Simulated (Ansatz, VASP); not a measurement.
**Hg: VASP beside Ansatz**

```xyz
1
Lattice="3.0239 0.0000 0.0000 -1.5119 2.6187 0.0000 0.0000 0.0000 2.8588" Properties=species:S:1:pos:R:3 pbc="T T T"
Hg    0.0000    0.0000    0.0000
```

Change from the starting cell: volume scaled by 0.8, LAPW.

Alike in both runs: task single point; functional PBE; k mesh 13 × 13 × 12; occupations fermi-dirac, width 0.1 eV; no spin polarisation.

```csv
,VASP,Ansatz
version,VASP 6.6.1,Ansatz 0.2.0
potentials or method,"VASP PAW PBE potentials, release 64 (Hg), cutoff 520 eV","all-electron LAPW, scalar-relativistic"
```

|  | VASP | Ansatz | Ansatz less VASP |
| --- | --- | --- | --- |
| pressure (GPa) | 10.4 | 9.8 | -0.59 |
| traceless stress, the component that is largest in VASP (GPa) | 0.16 | 0.04 | -0.112 |

Ansatz ran all-electron here, and VASP with PAW potentials.

Neither program's run includes spin-orbit coupling.
